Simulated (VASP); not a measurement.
# Al2InN3 (Cmc2_1) in VASP: relaxation of shape and atoms at fixed volume with PBE

Aim: the relaxation of shape and atoms at fixed volume of Al2InN3 with PBE.

Program: VASP 6.6.1. These are calculated values, not measurements. Logs are shortened: lines on timing, memory, paths and dates and some standing lists are left out, and cuts for length are marked.

**1. The cell of the first run**

Symmetry: Cmc2_1, No. 36, orthorhombic system. The conventional cell has a = 9.638 Å, b = 5.541 Å, c = 5.139 Å, α = 90.00°, β = 90.00°, γ = 90.00°. Al (site symmetry 1) has 4 N at 1.87 to 1.88 Å within 2.5 Å. Within 2.8 Å of In (site symmetry m) lie 4 N at 2.14 to 2.16 Å. N (site symmetry 1) has 3 Al at 1.87 to 1.88 Å and 1 In at 2.14 Å within 2.5 Å. Within 2.5 Å of N (site symmetry m) lie 2 Al at 1.87 Å and 2 In at 2.14 to 2.16 Å.

**2. Relaxation of shape and atoms at fixed volume, PBE (11.44 Å³/atom)**

INCAR

```
SYSTEM = Al2InN3
ALGO = Normal ; EDIFF = 1E-6
EDIFFG = -0.01 ; ENCUT = 600
GGA = PE ; IBRION = 2
ISIF = 4 ; ISMEAR = 0
LASPH = .True. ; LCHARG = .False.
LREAL = .False. ; LWAVE = .False.
NELM = 60 ; NSW = 50
PREC = Accurate ; SIGMA = 0.02
```

KPOINTS

```
k-points
0
Gamma
  6 6 6
  0 0 0
```

POSCAR

```
Al2InN3
1.0
    4.8187512597     -2.7705947265      0.0000000000
    4.8187512597      2.7705947265      0.0000000000
    0.0000000000      0.0000000000      5.1393511044
Al In N
4 2 6
Direct
    0.1648395713      0.4917459035      0.5003467280
    0.5082540965      0.8351604287      0.5003467280
    0.8351604287      0.5082540965      0.0003467280
    0.4917459035      0.1648395713      0.0003467280
    0.8216127082      0.1783872918      0.4953074337
    0.1783872918      0.8216127082      0.9953074337
    0.8333787799      0.5370772173      0.3643365726
    0.4629227827      0.1666212201      0.3643365726
    0.2014604851      0.7985395149      0.4153259651
    0.7985395149      0.2014604851      0.9153259651
    0.1666212201      0.4629227827      0.8643365726
    0.5370772173      0.8333787799      0.8643365726
```

Potentials or basis: VASP PAW PBE potentials, release 64 (Al, In_d, N).

Command:

```sh
$ cat potpaw_PBE.64/Al/POTCAR potpaw_PBE.64/In_d/POTCAR potpaw_PBE.64/N/POTCAR > POTCAR
$ mpirun -np 1 vasp_std > vasp.out
```

OUTCAR:

```text
SYSTEM = Al2InN3
   EDIFF = 1E-6
   EDIFFG = -0.01
   ENCUT = 600
   GGA = PE
   IBRION = 2
   ISIF = 4
   ISMEAR = 0
   LASPH = .True.
   LREAL = .False.
   NELM = 60
   NSW = 50
   PREC = Accurate

 ion  position               nearest neighbor table
   1  0.165  0.492  0.500-   7 1.87   8 1.87   9 1.87  11 1.88   3 3.13   3 3.13   4 3.14   4 3.14
                             2 3.15   2 3.15   5 3.16   6 3.16   5 3.17   6 3.20   5 3.30   2 3.31
   2  0.508  0.835  0.500-   8 1.87   7 1.87   9 1.87  12 1.88   4 3.13   4 3.13   3 3.14   3 3.14
                             1 3.15   1 3.15   5 3.16   6 3.16   5 3.17   6 3.20   5 3.30   1 3.31
   3  0.835  0.508  0.000-  11 1.87  12 1.87  10 1.87   7 1.88   1 3.13   1 3.13   2 3.14   2 3.14
                             4 3.15   4 3.15   6 3.16   5 3.16   6 3.17   5 3.20   6 3.30   4 3.31
   4  0.492  0.165  0.000-  12 1.87  11 1.87  10 1.87   8 1.88   2 3.13   2 3.13   1 3.14   1 3.14
                             3 3.15   3 3.15   6 3.16   5 3.16   6 3.17   5 3.20   6 3.30   3 3.31
   5  0.822  0.178  0.495-   7 2.14   8 2.14   9 2.14  10 2.16   2 3.16   1 3.16   4 3.16   3 3.16
                             2 3.17   1 3.17   4 3.20   3 3.20   6 3.24   6 3.24   1 3.30   2 3.30
   6  0.178  0.822  0.995-  11 2.14  12 2.14  10 2.14   9 2.16   3 3.16   4 3.16   2 3.16   1 3.16
                             4 3.17   3 3.17   2 3.20   1 3.20   5 3.24   5 3.24   3 3.30   4 3.30
   7  0.833  0.537  0.364-   1 1.87   2 1.87   3 1.88   5 2.14
   8  0.463  0.167  0.364-   2 1.87   1 1.87   4 1.88   5 2.14
   9  0.201  0.799  0.415-   1 1.87   2 1.87   5 2.14   6 2.16
  10  0.799  0.201  0.915-   3 1.87   4 1.87   6 2.14   5 2.16
  11  0.167  0.463  0.864-   3 1.87   4 1.87   1 1.88   6 2.14
  12  0.537  0.833  0.864-   4 1.87   3 1.87   2 1.88   6 2.14

  LATTYP: Found a base centered orthorhombic cell.
 ALAT       =     5.5411894530
 B/A-ratio  =     1.7392479721
 C/A-ratio  =     0.9274815720

  Lattice vectors:

 A1 = (  -4.8187512597,  -2.7705947265,   0.0000000000)
 A2 = (   4.8187512597,  -2.7705947265,   0.0000000000)
 A3 = (   0.0000000000,   0.0000000000,   5.1393511044)

Analysis of symmetry for initial positions (statically):
=====================================================================
 Subroutine PRICEL returns:
 Original cell was already a primitive cell.

 Routine SETGRP: Setting up the symmetry group for a
 base centered orthorhombic supercell.

 Subroutine GETGRP returns: Found  4 space group operations
 (whereof  2 operations were pure point group operations)
 out of a pool of  8 trial point group operations.

The static configuration has the point symmetry C_1h.
 The point group associated with its full space group is C_2v.

Analysis of symmetry for dynamics (positions and initial velocities):
=====================================================================
[... 147 lines left out ...]
   EFERMI_NEDOS =   21; number of points for ismear=-14 and -15
   IALGO  =     38    algorithm
   IMIX   =      4    mixing-type and parameters
     AMIX     =   0.40;   BMIX     =  1.00
     AMIX_MAG =   1.60;   BMIX_MAG =  1.00
  volume/ion in A,a.u.               =      11.44        77.17
  Fermi-wavevector in a.u.,A,eV,Ry     =   1.295475  2.448094 22.834070  1.678257
  Thomas-Fermi vector in A             =   2.426993
   LORBIT       =      0    0 simple, 1 ext, 2 COOP (PROOUT), +10 PAW based schemes
   GGA     = PE    functional components
   LHFCALC =     F    Hartree Fock is set to
   AEXX    =    0.0000 exact exchange contribution
   IVDW    =     0    specifies the selected vdW correction
   LEPSILON=     F    determine dielectric tensor
   LRPA    =     F    only Hartree local field effects (RPA)
 conjugate gradient relaxation of ions
 non-spin polarized calculation
 Gauss-broadening in eV      SIGMA  =   0.02
  energy-cutoff  :      600.00
  volume of cell :      137.23
 maximum number of plane-waves:      4598
 NGX is ok and might be reduce to    48
   NGX = 23   NGY = 23   NGZ = 21

--------------------------------------- Ionic step        1  -------------------------------------------

 number of electron      68.0000008 magnetization

 Free energy of the ion-electron system (eV)
  ---------------------------------------------------
  ext. energy  EPLUGINS =         0.00000000
  ---------------------------------------------------
  free energy    TOTEN  =       -80.53537404 eV

  energy without entropy =      -80.53537404  energy(sigma->0) =      -80.53537404

------------------------ aborting loop because EDIFF is reached ----------------------------------------

  FORCE on cell =-STRESS in cart. coord.  units (eV):
  Direction    XX          YY          ZZ          XY          YZ          ZX
  --------------------------------------------------------------------------------------
  -------------------------------------------------------------------------------------
  Total       10.0854444     10.0028289      9.8421927      0.0000000      0.0000000      0.0000000
  in kB      117.7497046    116.7851511    114.9096887      0.0000000      0.0000000      0.0000000
  external PRESSURE =     116.4815148 kB  Pullay stress =       0.0000000 kB
[... 217 lines left out ...]
--------------------------------------- Ionic step        6  -------------------------------------------

 number of electron      68.0000009 magnetization

 Free energy of the ion-electron system (eV)
  ---------------------------------------------------
  ext. energy  EPLUGINS =         0.00000000
  ---------------------------------------------------
  free energy    TOTEN  =       -80.53614495 eV

  energy without entropy =      -80.53614495  energy(sigma->0) =      -80.53614495

 E-fermi :   6.8501     XC(G=0): -11.1450

 val. band max:        6.7232931602   @ k =   0.0000   0.0000   0.0000
 cond. band min:       9.2247360266   @ k =   0.0000   0.0000   0.0000
 fundamental gap:      2.5014428664
 Fermi energy:         6.8500844515

 k-point     1 :       0.0000    0.0000    0.0000
  band No.  band energies     occupation
      1      -8.3365      2.00000
      2      -7.6361      2.00000
      3      -7.2723      2.00000
      4      -7.0654      2.00000
      5      -7.0084      2.00000
      6      -6.8768      2.00000
[... 1045 lines left out ...]
     40      13.5969      0.00000
     41      14.2723      0.00000

 [... further k-points ...]

------------------------ aborting loop because EDIFF is reached ----------------------------------------

  FORCE on cell =-STRESS in cart. coord.  units (eV):
  Direction    XX          YY          ZZ          XY          YZ          ZX
  --------------------------------------------------------------------------------------
  -------------------------------------------------------------------------------------
  Total        9.9662759      9.9519584      9.9472046      0.0000000      0.0000000      0.0000000
  in kB      116.3583865    116.1912274    116.1357258      0.0000000      0.0000000      0.0000000
  external PRESSURE =     116.2284466 kB  Pullay stress =       0.0000000 kB
[... 27 lines left out ...]
  FREE ENERGIE OF THE ION-ELECTRON SYSTEM (eV)
  ---------------------------------------------------
  free  energy   TOTEN  =       -80.5361449475 eV

  energy  without entropy=      -80.5361449475  energy(sigma->0) =      -80.53614495

 reached required accuracy - stopping structural energy minimisation
```

CONTCAR:

```text
Al2InN3
   1.00000000000000
     4.8219661002304290   -2.7711409600419374    0.0000000000000000
     4.8219661002304290    2.7711409600419374    0.0000000000000000
     0.0000000000000000    0.0000000000000000    5.1349122929761277
  Al              In              N
     4     2     6
Direct
     0.1647000601181168    0.4916663432972248    0.5002451196953233
     0.5083336567027751    0.8352999398818832    0.5002451196953233
     0.8352999398818832    0.5083336567027751    0.0002451196953232
     0.4916663432972249    0.1647000601181168    0.0002451196953232
     0.8211771926544017    0.1788228073455984    0.4948697038111494
     0.1788228073455984    0.8211771926544017    0.9948697038111493
     0.8333451012306485    0.5376693306792963    0.3641891163238809
     0.4623306693207038    0.1666548987693516    0.3641891163238809
     0.2017704883048162    0.7982295116951837    0.4162618241504431
     0.7982295116951837    0.2017704883048162    0.9162618241504430
     0.1666548987693516    0.4623306693207038    0.8641891163238807
     0.5376693306792963    0.8333451012306485    0.8641891163238807

  0.00000000E+00  0.00000000E+00  0.00000000E+00
  0.00000000E+00  0.00000000E+00  0.00000000E+00
  0.00000000E+00  0.00000000E+00  0.00000000E+00
  0.00000000E+00  0.00000000E+00  0.00000000E+00
  0.00000000E+00  0.00000000E+00  0.00000000E+00
  0.00000000E+00  0.00000000E+00  0.00000000E+00
  0.00000000E+00  0.00000000E+00  0.00000000E+00
  0.00000000E+00  0.00000000E+00  0.00000000E+00
  0.00000000E+00  0.00000000E+00  0.00000000E+00
  0.00000000E+00  0.00000000E+00  0.00000000E+00
  0.00000000E+00  0.00000000E+00  0.00000000E+00
  0.00000000E+00  0.00000000E+00  0.00000000E+00
```

Wall time 35 min (1 thread of Oxide Virtual Turin-like, shared host); peak memory 0.48 GiB.

What came out:

```
Free energy                  : -80.5361 eV
Energy gained by relaxing    : 0.1 meV/atom
Ionic steps                  : 6
Pressure after relaxing      : 11.6 GPa
Largest force after relaxing : 0.006 eV/Å
Band gap on the k mesh       : 2.50 eV
```

Forces in eV/Å, atoms in the order of the input:
```
Al   0.003  0.004 -0.001
Al  -0.003  0.004 -0.001
Al  -0.003 -0.004 -0.001
Al   0.003 -0.004 -0.001
In   0.000  0.001  0.000
In   0.000 -0.001  0.000
N    0.000  0.003  0.001
N    0.000  0.003  0.001
N    0.000  0.006  0.000
N    0.000 -0.006  0.000
N    0.000 -0.003  0.001
N    0.000 -0.003  0.001
```

Step by step:
| step | energy change (eV) | largest force (eV/Å) | pressure (GPa) | volume (Å³) |
| --- | --- | --- | --- | --- |
| 1 | 0.0000 | 0.0594 | 11.65 | 137.23 |
| 2 | -0.0006 | 0.0268 | 11.63 | 137.23 |
| 3 | -0.0007 | 0.0266 | 11.62 | 137.23 |
| 4 | -0.0007 | 0.0193 | 11.62 | 137.23 |
| 5 | -0.0007 | 0.0114 | 11.63 | 137.23 |
| 6 | -0.0008 | 0.0063 | 11.62 | 137.23 |

Final structure:
```
CELL_PARAMETERS angstrom
4.82197 -2.77114 0.00000
4.82197 2.77114 0.00000
0.00000 0.00000 5.13491
ATOMIC_POSITIONS crystal
Al 0.16470 0.49167 0.50025
Al 0.50833 0.83530 0.50025
Al 0.83530 0.50833 0.00025
Al 0.49167 0.16470 0.00025
In 0.82118 0.17882 0.49487
In 0.17882 0.82118 0.99487
N 0.83335 0.53767 0.36419
N 0.46233 0.16665 0.36419
N 0.20177 0.79823 0.41626
N 0.79823 0.20177 0.91626
N 0.16665 0.46233 0.86419
N 0.53767 0.83335 0.86419
```

Caveat: spin-orbit coupling is left out, which moves the levels of the heavy elements. A k mesh can miss the band edges.
